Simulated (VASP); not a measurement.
# Cu (Fm-3m) in VASP: notebook

The runs below take Cu through single point, with r2SCAN.

Everything below comes from runs of VASP 6.6.1. Logs are shortened: lines on timing, memory, paths and dates and some standing lists are left out, and cuts for length are marked.

**1. The cell of the first run**

It takes space group Fm-3m (No. 225, cubic). The conventional cell has a = 3.576 Å, b = 3.576 Å, c = 3.576 Å, α = 90.00°, β = 90.00°, γ = 90.00°. Within 3.3 Å of Cu (site symmetry m-3m) lie 12 Cu at 2.53 Å.

**2. Single point, r2SCAN**

Input file POSCAR:

```
Cu
1.0
    0.0000000000      1.7881324402      1.7881324402
    1.7881324402      0.0000000000      1.7881324402
    1.7881324402      1.7881324402      0.0000000000
Cu
1
Direct
    0.0000000000      0.0000000000      0.0000000000
```

Input file INCAR.step1:

```
PREC = Accurate
ENCUT = 520
ISMEAR = 1
SIGMA = 1.0
LREAL = False
LASPH = True
NELM = 60
NBANDS = 12
GGA = PE
ALGO = Normal
EDIFF = 1E-4
LWAVE = True
LCHARG = False
```

Input file INCAR.step2:

```
PREC = Accurate
ENCUT = 520
EDIFF = 1E-6
ISMEAR = 1
SIGMA = 1.0
LREAL = False
LASPH = True
NELM = 60
ALGO = Normal
ISIF = 2
LWAVE = False
LCHARG = True
METAGGA = R2SCAN
LMIXTAU = True
LELF = True
LVHAR = True
NBANDS = 12
ISTART = 1
```

Input file KPOINTS:

```
Automatic mesh
0
Gamma
  15 15 15
```

Potentials or basis: VASP PAW PBE potentials, release 64 (Cu).

Launch:

```bash
> cat potpaw_PBE.64/Cu/POTCAR > POTCAR
> cp INCAR.step1 INCAR
> mpirun -np 1 vasp_std > vasp.out
> cp INCAR.step2 INCAR
> mpirun -np 1 vasp_std > vasp.out
```

OUTCAR:

```text
PREC = Accurate
   ENCUT = 520
   EDIFF = 1E-6
   ISMEAR = 1
   LREAL = False
   LASPH = True
   NELM = 60
   ISIF = 2
   METAGGA = R2SCAN
   ISTART = 1

 ion  position               nearest neighbor table
   1  0.000  0.000  0.000-

  LATTYP: Found a face centered cubic cell.
 ALAT       =     3.5762648804

  Lattice vectors:

 A1 = (   0.0000000000,   1.7881324402,   1.7881324402)
 A2 = (   1.7881324402,   0.0000000000,   1.7881324402)
 A3 = (   1.7881324402,   1.7881324402,   0.0000000000)

Analysis of symmetry for initial positions (statically):
=====================================================================
 Subroutine PRICEL returns:
 Original cell was already a primitive cell.

 Routine SETGRP: Setting up the symmetry group for a
 face centered cubic supercell.

 Subroutine GETGRP returns: Found 48 space group operations
 (whereof 48 operations were pure point group operations)
 out of a pool of 48 trial point group operations.

The static configuration has the point symmetry O_h .

Analysis of symmetry for dynamics (positions and initial velocities):
=====================================================================
 Subroutine PRICEL returns:
 Original cell was already a primitive cell.

 Routine SETGRP: Setting up the symmetry group for a
 face centered cubic supercell.

 Subroutine GETGRP returns: Found 48 space group operations
 (whereof 48 operations were pure point group operations)
 out of a pool of 48 trial point group operations.

The dynamic configuration has the point symmetry O_h .

 Subroutine INISYM returns: Found 48 space group operations
 (whereof 48 operations are pure point group operations),
 and found     1 'primitive' translations

----------------------------------------------------------------------------------------

                                     Primitive cell

  volume of cell :      11.4348

  direct lattice vectors                    reciprocal lattice vectors
     0.000000000  1.788132440  1.788132440    -0.279621346  0.279621346  0.279621346
     1.788132440  0.000000000  1.788132440     0.279621346 -0.279621346  0.279621346
     1.788132440  1.788132440  0.000000000     0.279621346  0.279621346 -0.279621346

  length of vectors
     2.528801148  2.528801148  2.528801148     0.484318378  0.484318378  0.484318378

  position of ions in fractional coordinates (direct lattice)
     0.000000000  0.000000000  0.000000000

  ion indices of the primitive-cell ions
   primitive index   ion index
                 1           1

----------------------------------------------------------------------------------------

 KPOINTS: Automatic mesh

Automatic generation of k-mesh.
 Grid dimensions read from file:
 generate k-points for:   15   15   15

 Generating k-lattice:

  Cartesian coordinates                     Fractional coordinates (reciprocal lattice)
    -0.018641423  0.018641423  0.018641423     0.066666667  0.000000000  0.000000000
     0.018641423 -0.018641423  0.018641423     0.000000000  0.066666667  0.000000000
     0.018641423  0.018641423 -0.018641423     0.000000000  0.000000000  0.066666667

  Length of vectors
     0.032287892  0.032287892  0.032287892

  Shift w.r.t. Gamma in fractional coordinates (k-lattice)
     0.000000000  0.000000000  0.000000000

 Subroutine IBZKPT returns following result:
 ===========================================

 Found    120 irreducible k-points:

 Following reciprocal coordinates:
            Coordinates               Weight
  0.000000  0.000000  0.000000      1.000000
  0.066667  0.000000  0.000000      8.000000
  0.133333  0.000000  0.000000      8.000000
  0.200000  0.000000  0.000000      8.000000
  0.266667  0.000000  0.000000      8.000000
  0.333333  0.000000  0.000000      8.000000
[... 16 lines left out ...]
  0.133333  0.133333  0.000000      6.000000
  0.200000  0.133333  0.000000     24.000000
 [... further k-points ...]
   k-points           NKPTS =    120   k-points in BZ     NKDIM =    120   number of bands    NBANDS=     12
   number of dos      NEDOS =    301   number of ions     NIONS =      1
   total plane-waves  NPLWV =   8000
   dimension x,y,z NGX =    20 NGY =   20 NGZ =   20
   dimension x,y,z NGXF=    40 NGYF=   40 NGZF=   40
   ions per type =               1
   NGX,Y,Z   is equivalent  to a cutoff of  13.15, 13.15, 13.15 a.u.
   NGXF,Y,Z  is equivalent  to a cutoff of  26.30, 26.30, 26.30 a.u.
 SYSTEM =  unknown system
   PREC   = accura    normal or accurate (medium, high low for compatibility)
   ISTART =      1    job   : 0-new  1-cont  2-samecut
   ICHARG =      0    charge: 1-file 2-atom 10-const
   ISPIN  =      1    spin polarized calculation?
   LNONCOLLINEAR =      F non collinear calculations
   LSORBIT =      F    spin-orbit coupling
   LASPH  =      T    aspherical Exc in radial PAW
   ENCUT  =  520.0 eV  38.22 Ry    6.18 a.u.   4.70  4.70  4.70*2*pi/ulx,y,z
   NELM   =     60;   NELMIN=  2; NELMDL=  0     # of ELM steps
   EDIFF  = 0.1E-05   stopping-criterion for ELM
   LREAL  =      F    real-space projection
   EDIFFG = 0.1E-04   stopping-criterion for IOM
   NSW    =      0    number of steps for IOM
   IBRION =     -1    ionic relax: 0-MD 1-quasi-New 2-CG
   NFREE  =      0    steps in history (QN), initial steepest desc. (CG)
   ISIF   =      2    stress and relaxation
   ISYM   =      2    0-nonsym 1-usesym 2-fastsym
   POTIM  = 0.5000    time-step for ionic-motion
   TEBEG  =    0.0;   TEEND  =   0.0 temperature during run
   PSTRESS=    0.0 pullay stress
   NELECT =      11.0000    total number of electrons
   NUPDOWN=      -1.0000    fix difference up-down
   EMIN   =  10.00;   EMAX   =-10.00  energy-range for DOS
   EFERMI =   0.00;   METHOD = LEGACY
   ISMEAR =     1;   SIGMA  =   1.00  broadening in eV -4-tet -1-fermi 0-gaus
   EFERMI_NEDOS =   21; number of points for ismear=-14 and -15
   IALGO  =     38    algorithm
   IMIX   =      4    mixing-type and parameters
     AMIX     =   0.40;   BMIX     =  1.00
     AMIX_MAG =   1.60;   BMIX_MAG =  1.00
  volume/ion in A,a.u.               =      11.43        77.17
  Fermi-wavevector in a.u.,A,eV,Ry     =   1.616079  3.053947 35.534510  2.611713
  Thomas-Fermi vector in A             =   2.710724
   LORBIT       =      0    0 simple, 1 ext, 2 COOP (PROOUT), +10 PAW based schemes
   METAGGA = R2SCAN    functional components
   LHFCALC =     F    Hartree Fock is set to
   AEXX    =    0.0000 exact exchange contribution
   IVDW    =     0    specifies the selected vdW correction
   LEPSILON=     F    determine dielectric tensor
   LRPA    =     F    only Hartree local field effects (RPA)
 non-spin polarized calculation
 Methfessel and Paxton  Order N= 1 SIGMA  =   1.00
  energy-cutoff  :      520.00
  volume of cell :       11.43
 maximum number of plane-waves:       331
   NGX =  9   NGY =  9   NGZ =  9

 number of electron      11.0000012 magnetization

 Free energy of the ion-electron system (eV)
  ---------------------------------------------------
  ext. energy  EPLUGINS =         0.00000000
  ---------------------------------------------------
  free energy    TOTEN  =       -10.81668970 eV

  energy without entropy =      -10.89513545  energy(sigma->0) =      -10.84283828

 E-fermi :   7.7236     XC(G=0): -13.9495

 val. band max:        7.5647054105   @ k =   0.4667   0.3333   0.0667
 cond. band min:       7.8163659877   @ k =   0.4667   0.2000   0.0000
 fundamental gap:      0.2516605772
 Fermi energy:         7.7236263259

 k-point     1 :       0.0000    0.0000    0.0000
  band No.  band energies     occupation
      1      -2.1150      2.00000
      2       4.6066      2.00010
      3       4.6067      2.00010
      4       4.6067      2.00010
      5       5.4682      2.00643
      6       5.4682      2.00643
      7      31.4491      0.00000
      8      34.7422      0.00000
      9      34.7422      0.00000
     10      34.7425      0.00000
     11      37.1714      0.00000
     12      37.1714      0.00000

 k-point     2 :       0.0667    0.0000    0.0000
  band No.  band energies     occupation
      1      -1.9429      2.00000
      2       4.5689      2.00008
      3       4.6392      2.00012
      4       4.6393      2.00012
      5       5.4553      2.00612
      6       5.4553      2.00612
      7      30.5114      0.00000
      8      32.9095      0.00000
      9      34.1967      0.00000
     10      34.1969      0.00000
     11      37.9504      0.00000
     12      37.9505      0.00000

 k-point     3 :       0.1333    0.0000    0.0000
  band No.  band energies     occupation
      1      -1.4353      2.00000
      2       4.4708      2.00004
      3       4.7165      2.00018
      4       4.7166      2.00018
      5       5.4358      2.00567
      6       5.4358      2.00567
      7      27.3003     -0.00000
      8      32.2312      0.00000
      9      33.3323      0.00000
     10      33.3325      0.00000
     11      39.1487      0.00000
     12      39.3347      0.00000
[... 286 lines left out ...]
 k-point    23 :       0.1333    0.1333    0.0000
  band No.  band energies     occupation
      1      -1.2120      2.00000
      2       4.3416      2.00002
      3       4.8218      2.00032
      4       4.8219      2.00032
      5       5.2409      2.00250
      6       5.5630      2.00920
      7      29.5335      0.00000
      8      30.1910      0.00000
      9      30.1911      0.00000
     10      31.9330      0.00000
     11      37.3627      0.00000
     12      41.0313      0.00000

 k-point    24 :       0.2000    0.1333    0.0000
  band No.  band energies     occupation
      1      -0.6171      2.00000
      2       4.2102      2.00001
      3       4.8917      2.00046
      4       4.9248      2.00055
      5       5.2037      2.00212
      6       5.6170      2.01116
      7      26.5328     -0.00000
      8      29.0613      0.00000
      9      29.8951      0.00000
     10      32.2222      0.00000
     11      35.5585      0.00000
     12      41.1419      0.00000

 [... further k-points ...]
[... 5 lines left out ...]
  --------------------------------------------------------------------------------------
  -------------------------------------------------------------------------------------
  Total       -0.0131598     -0.0131598     -0.0131598     -0.0000000     -0.0000000      0.0000000
  in kB       -1.8438704     -1.8438704     -1.8438704     -0.0000000     -0.0000000      0.0000000
  external PRESSURE =      -1.8438704 kB  Pullay stress =       0.0000000 kB

 VOLUME and BASIS-vectors are now :
 -----------------------------------------------------------------------------
  energy-cutoff  :      520.00
  volume of cell :       11.43
      direct lattice vectors                 reciprocal lattice vectors
     0.000000000  1.788132440  1.788132440    -0.279621346  0.279621346  0.279621346
     1.788132440  0.000000000  1.788132440     0.279621346 -0.279621346  0.279621346
     1.788132440  1.788132440  0.000000000     0.279621346  0.279621346 -0.279621346

 POSITION                                       TOTAL-FORCE (eV/Angst)
 -----------------------------------------------------------------------------------
      0.00000      0.00000      0.00000         0.000000      0.000000      0.000000
 -----------------------------------------------------------------------------------
    total drift:                                0.000000     -0.000000     -0.000000

  FREE ENERGIE OF THE ION-ELECTRON SYSTEM (eV)
  ---------------------------------------------------
  free  energy   TOTEN  =       -10.8166897030 eV

  energy  without entropy=      -10.8951354487  energy(sigma->0) =      -10.84283828
```

Run time: 1.9 min. Hardware: 1 thread of Intel Xeon 8259CL, shared host; peak memory 0.14 GiB.

What came out:

- Free energy: -10.8167 eV
- Pressure: -0.2 GPa

Caveat: the PAW data sets were made with another functional, which shifts forces and pressure a little.

**3. Single point, r2SCAN**

POSCAR is that of step 2.

Input file INCAR.step1:

```
SYSTEM = Cu
ALGO = Normal ; EDIFF = 1E-4
ENCUT = 520 ; GGA = PE
ISMEAR = 1 ; LASPH = .TRUE.
LCHARG = .FALSE. ; LREAL = .FALSE.
LWAVE = .TRUE. ; NBANDS = 12
NELM = 100 ; PREC = Accurate
SIGMA = 0.01
```

Input file INCAR.step2:

```
SYSTEM = Cu
ALGO = Normal ; EDIFF = 1E-6
ENCUT = 520 ; ISIF = 2
ISMEAR = 1 ; ISTART = 1
LASPH = .TRUE. ; LCHARG = .FALSE.
LMIXTAU = .TRUE. ; LREAL = .FALSE.
LWAVE = .FALSE. ; METAGGA = R2SCAN
NBANDS = 12 ; NELM = 100
PREC = Accurate ; SIGMA = 0.01
```

Input file KPOINTS:

```
k-points
0
G
  15 15 15
  0 0 0
```

Potentials or basis: VASP PAW PBE potentials, release 64 (Cu).

Launch:

```bash
> cat potpaw_PBE.64/Cu/POTCAR > POTCAR
> cp INCAR.step1 INCAR
> mpirun -np 1 vasp_std > vasp.out
> cp INCAR.step2 INCAR
> mpirun -np 1 vasp_std > vasp.out
```

Wall time 1.9 min (1 thread of Intel Xeon 8259CL, shared host); peak memory 0.14 GiB.

It converged, with:

| Item | Value |
| --- | --- |
| Free energy | -10.8250 eV |
| Pressure | 0.3 GPa |

Levels at points of the mesh, in eV from the Fermi level:
```tsv
k point	band 4	band 5	band 6	band 7	band 8	band 9
(0.00, 0.00, 0.00)	-3.33	-2.48	-2.48	23.57	26.86	26.86
```

Caveat: the PAW data sets were made with another functional, which shifts forces and pressure a little.

(Continued in part 2 of 2.)
